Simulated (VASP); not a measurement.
Write the native input for VASP 6.6.1 that does the following.

* Task: single point
* Functional: PBE
* Potentials or basis: VASP PAW PBE potentials, release 64 (Si, B, W_sv)
* Cutoff: 520 eV
* k mesh: 4 × 4 × 4
* Occupations: gaussian, width 0.1 eV
* Spin: no spin polarisation
* Dipole correction: no
* Further INCAR settings: ALGO = Normal; EDIFF = 1e-06; NBANDS = 26

The structure of Si4BW lies in POSCAR:

```
Si4BW
1.0
   -2.7674593400      2.7674593400      2.6810913900
    2.7674593400     -2.7674593400      2.6810913900
    2.7674593400      2.7674593400     -2.6810913900
Si B W
4 1 1
Direct
    0.0000000000      0.2956176300      0.2956176300
    0.0000000000      0.7043823700      0.7043823700
    0.2956176300      0.0000000000      0.2956176300
    0.7043823700      0.0000000000      0.7043823700
    0.0000000000      0.0000000000      0.0000000000
    0.5000000000      0.5000000000      0.0000000000
```

These files were run (other wordings do the same):

INCAR

```
SYSTEM = Si4BW
PREC = Accurate
ENCUT = 520
EDIFF = 1E-6
ISMEAR = 0
SIGMA = 0.1
LREAL = .FALSE.
LASPH = .TRUE.
NELM = 80
ALGO = Normal
ISIF = 2
LWAVE = .FALSE.
LCHARG = .FALSE.
GGA = PE
NBANDS = 26
```

KPOINTS

```
regular mesh
0
G
  4 4 4
  0 0 0
```

Potentials or basis: VASP PAW PBE potentials, release 64 (Si, B, W_sv).

The run is started by

```bash
$ cat potpaw_PBE.64/Si/POTCAR potpaw_PBE.64/B/POTCAR potpaw_PBE.64/W_sv/POTCAR > POTCAR
$ mpirun -np 1 vasp_std > vasp.out
```

It gave:

The pressure is 28.7 GPa and the largest force is 9.142 eV/Å.

Caveat: the k points lie up to 0.41 Å⁻¹ apart; forces of over 1 eV/Å act on the atoms, so gaps and moduli don't describe the material at rest.

Run time: 29 s on 1 thread of Intel(R) Xeon(R) Platinum 8488C (Sapphire Rapids), with other jobs on the host, peak memory 0.21 GiB.
